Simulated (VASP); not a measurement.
# LiB108N108 (a cell with a defect) in VASP: notebook, part 2 of 2

VASP 6.6.1. Earlier steps stand in the parts before.

## (4) Single point, PBE

INCAR reads:

```
SYSTEM = LiB108N108
PREC = Accurate
ENCUT = 520
EDIFF = 1E-7
ISMEAR = -1
SIGMA = 0.01
LREAL = Auto
LASPH = .TRUE.
NELM = 80
ALGO = Normal
ISIF = 2
LWAVE = .FALSE.
LCHARG = .TRUE.
GGA = PE
LELF = .TRUE.
LVHAR = .TRUE.
NELECT = 866.0
NBANDS = 548
LUSENCCL = .FALSE.
```

KPOINTS reads:

```
Automatic mesh
0
G
  1 1 1
  0 0 0
```

POSCAR reads:

```
LiB108N108
1.0
   11.1975469300      6.4649067300      0.0000000000
  -11.1975469300      6.4649067300      0.0000000000
    0.0000000000      0.0000000000     12.9909657500
B N Li
108 108 1
Direct
   -0.0003901228      0.2220216265      0.1251430441
    0.1107346788      0.1108290745      0.1243728165
    0.2219377372     -0.0002850421      0.1251819173
    0.0002613075      0.1113877897      0.3750416323
    0.1113874973      0.0002555674      0.3750511004
    0.2222150222      0.2222118072      0.3754074250
[... 209 lines left out ...]
    0.8885242868      0.8891404932      0.6255625761
    0.6663962652      0.6664333269      0.2497490227
```

Potentials or basis: VASP PAW PBE potentials, release 64 (B, N, Li_sv).

Started as:

```sh
$ cat potpaw_PBE.64/B/POTCAR potpaw_PBE.64/N/POTCAR potpaw_PBE.64/Li_sv/POTCAR > POTCAR
$ mpirun -np 1 vasp_gam > vasp.out
```

OUTCAR:

```text
SYSTEM = LiB108N108
   PREC = Accurate
   ENCUT = 520
   EDIFF = 1E-7
   ISMEAR = -1
   LREAL = Auto
   LASPH = .TRUE.
   NELM = 80
   ISIF = 2
   GGA = PE
   NELECT = 866.0

 ion  position               nearest neighbor table
   1  1.000  0.222  0.125- 125 1.44 186 1.44 112 1.44
   2  0.111  0.111  0.124- 114 1.44 113 1.44 112 1.44
   3  0.222  1.000  0.125- 148 1.44 138 1.44 113 1.44
   4  0.000  0.111  0.375- 109 1.43 110 1.44 183 1.44
   5  0.111  0.000  0.375- 111 1.43 110 1.44 133 1.44
   6  0.222  0.222  0.375- 110 1.44 145 1.44 123 1.44
[... 208 lines left out ...]
 215  0.777  0.667  0.626-  91 1.44 104 1.44 105 1.44
 216  0.889  0.889  0.626- 104 1.44  31 1.44  81 1.44
 217  0.666  0.666  0.250-  54 2.29  98 2.29 100 2.29  85 2.29 101 2.29  63 2.29

  LATTYP: Found a hexagonal cell.
 ALAT       =    12.9298134664
 C/A-ratio  =     1.0047295565

  Lattice vectors:

 A1 = (  11.1975469300,   6.4649067300,   0.0000000000)
 A2 = ( -11.1975469300,   6.4649067300,   0.0000000000)
 A3 = (   0.0000000000,   0.0000000000,  12.9909657500)

Analysis of symmetry for initial positions (statically):
=====================================================================
 Subroutine PRICEL returns:
 Original cell was already a primitive cell.

 Routine SETGRP: Setting up the symmetry group for a
 hexagonal supercell.

 Subroutine GETGRP returns: Found  1 space group operations
 (whereof  1 operations were pure point group operations)
 out of a pool of 24 trial point group operations.

The static configuration has the point symmetry C_1 .

Analysis of symmetry for dynamics (positions and initial velocities):
=====================================================================
 Subroutine PRICEL returns:
 Original cell was already a primitive cell.

[... 200 lines left out ...]
     AMIX_MAG =   1.60;   BMIX_MAG =  1.00
  volume/ion in A,a.u.               =       8.67        58.49
  Fermi-wavevector in a.u.,A,eV,Ry     =   1.264140  2.388879 21.742799  1.598051
  Thomas-Fermi vector in A             =   2.397461
   LORBIT       =      0    0 simple, 1 ext, 2 COOP (PROOUT), +10 PAW based schemes
   GGA     = PE    functional components
   LHFCALC =     F    Hartree Fock is set to
   AEXX    =    0.0000 exact exchange contribution
   IVDW    =     0    specifies the selected vdW correction
   LEPSILON=     F    determine dielectric tensor
   LRPA    =     F    only Hartree local field effects (RPA)
 non-spin polarized calculation
  energy-cutoff  :      520.00
  volume of cell :     1880.86
 maximum number of plane-waves:     25255
   NGX = 49   NGY = 49   NGZ = 49

 number of electron     866.0000081 magnetization

 Free energy of the ion-electron system (eV)
  ---------------------------------------------------
  ext. energy  EPLUGINS =         0.00000000
  ---------------------------------------------------
  free energy    TOTEN  =     -1902.13091921 eV

  energy without entropy =    -1902.13091921  energy(sigma->0) =    -1902.13091921

 E-fermi :   2.9530     XC(G=0): -10.2644

 val. band max:        2.6708800995   @ k =   0.0000   0.0000   0.0000
 cond. band min:       6.7767270867   @ k =   0.0000   0.0000   0.0000
 fundamental gap:      4.1058469873
 Fermi energy:         2.9530496530

 k-point     1 :       0.0000    0.0000    0.0000
  band No.  band energies     occupation
      1     -42.7171      2.00000
      2     -15.4992      2.00000
      3     -15.3734      2.00000
      4     -15.1173      2.00000
      5     -14.9426      2.00000
      6     -14.8924      2.00000
[... 437 lines left out ...]
    444       7.2201      0.00000
    445       7.3228      0.00000
 [bands above 445 left out]

------------------------ aborting loop because EDIFF is reached ----------------------------------------

  FORCE on cell =-STRESS in cart. coord.  units (eV):
  Direction    XX          YY          ZZ          XY          YZ          ZX
  --------------------------------------------------------------------------------------
  -------------------------------------------------------------------------------------
  Total      127.8138771    127.9022276     34.4753457     -0.0653349      0.0040834      0.0082310
  in kB      108.8759614    108.9512212     29.3672056     -0.0556543      0.0034784      0.0070114
  external PRESSURE =      82.3981294 kB  Pullay stress =       0.0000000 kB

 VOLUME and BASIS-vectors are now :
 -----------------------------------------------------------------------------
  energy-cutoff  :      520.00
  volume of cell :     1880.86
      direct lattice vectors                 reciprocal lattice vectors
    11.197546930  6.464906730  0.000000000     0.044652637  0.077340636 -0.000000000
   -11.197546930  6.464906730  0.000000000    -0.044652637  0.077340636  0.000000000
     0.000000000  0.000000000 12.990965750     0.000000000 -0.000000000  0.076976571

 POSITION                                       TOTAL-FORCE (eV/Angst)
 -----------------------------------------------------------------------------------
      8.70708      7.89773      1.62573         0.000716     -0.001822      0.001245
     -0.00106      1.43239      1.61572         0.000112      0.001934      0.001538
     -8.70920      7.89787      1.62623         0.000745     -0.002547      0.000271
     -1.24434      0.72180      4.87215        -0.003584      0.003915     -0.000954
      1.24441      0.72176      4.87228         0.002220      0.005281     -0.000597
      0.00004      2.87318      4.87691        -0.000278     -0.000169     -0.000861
[... 209 lines left out ...]
     -0.00690     11.49244      8.12666         0.000505      0.001113     -0.001747
     -0.00042      8.61662      3.24448         0.000311      0.000931     -0.005751
 -----------------------------------------------------------------------------------
    total drift:                                0.008104      0.009784      0.004747

  FREE ENERGIE OF THE ION-ELECTRON SYSTEM (eV)
  ---------------------------------------------------
  free  energy   TOTEN  =     -1902.1309192129 eV

  energy  without entropy=    -1902.1309192129  energy(sigma->0) =    -1902.13091921
```

Run time: 4 min. Hardware: 1 × NVIDIA H100 80GB with 1 thread of AMD EPYC 7R13 (Zen 3), shared host; peak memory 2.3 GiB.

What came out:

* Free energy: -1902.1309 eV
* Largest force: 0.011 eV/Å

Caveat: the k points lie up to 0.56 Å⁻¹ apart; the cell carries a net charge on a neutralising background, which shifts energy and pressure; the cell is charged against a uniform background, so pressure and absolute levels hang on convention; the cutoff is under 1.25 times the usual one of these potentials, so pressure, stress and relaxed cells hold a basis-set (Pulay) error.

## (5) Single point, PBE

INCAR reads:

```
ALGO = Normal
EDIFF = 1E-6
ENCUT = 520
GGA = PE
ISIF = 2
ISMEAR = -1
LASPH = T
LCHARG = T
LELF = T
LREAL = Auto
LUSENCCL = F
LVHAR = T
LWAVE = F
NBANDS = 548
NELECT = 866.0
NELM = 60
PREC = Accurate
SIGMA = 0.01
```

KPOINTS reads:

```
k-points
0
Gamma
  1 1 1
```

POSCAR reads:

```
LiB108N108
1.0
   11.1975469300      6.4649067300      0.0000000000
  -11.1975469300      6.4649067300      0.0000000000
    0.0000000000      0.0000000000     12.9909657500
B N Li
108 108 1
Direct
   -0.0000923788      0.2220771745      0.1248305962
    0.1110354167      0.1109479869      0.1248287488
    0.2222996248     -0.0000006714      0.1252199437
    0.0002480748      0.1113544634      0.3753811760
    0.1113645779      0.0001516481      0.3746305004
    0.2221982666      0.2218557809      0.3784718623
[... 209 lines left out ...]
    0.8885734916      0.8885509867      0.6251916260
    0.4446231401      0.5556715695      0.2499293018
```

Started as:

```sh
$ cat potpaw_PBE.64/B/POTCAR potpaw_PBE.64/N/POTCAR potpaw_PBE.64/Li_sv/POTCAR > POTCAR
$ mpirun -np 1 vasp_gam > vasp.out
```

Wall time 4.4 min (1 × NVIDIA H100 80GB with 1 thread of AMD EPYC 7R13 (Zen 3), shared host); peak memory 2.3 GiB.

The run converged. Its results:

* Free energy: -1902.1309 eV
* Largest force: 0.008 eV/Å

Levels at points of the mesh, in eV from the Fermi level:
| k point | band 429 | band 430 | band 431 | band 432 | band 433 | band 434 | band 435 | band 436 | band 437 | band 438 |
| --- | --- | --- | --- | --- | --- | --- | --- | --- | --- | --- |
| (0.00, 0.00, 0.00) | -0.52 | -0.28 | -0.28 | -0.27 | -0.27 | 3.83 | 3.84 | 3.96 | 3.97 | 3.97 |

Caveat: the k points lie up to 0.56 Å⁻¹ apart; the cell carries a net charge on a neutralising background, which shifts energy and pressure; the cell is charged against a uniform background, so pressure and absolute levels hang on convention; the cutoff is under 1.25 times the usual one of these potentials, so pressure, stress and relaxed cells hold a basis-set (Pulay) error.
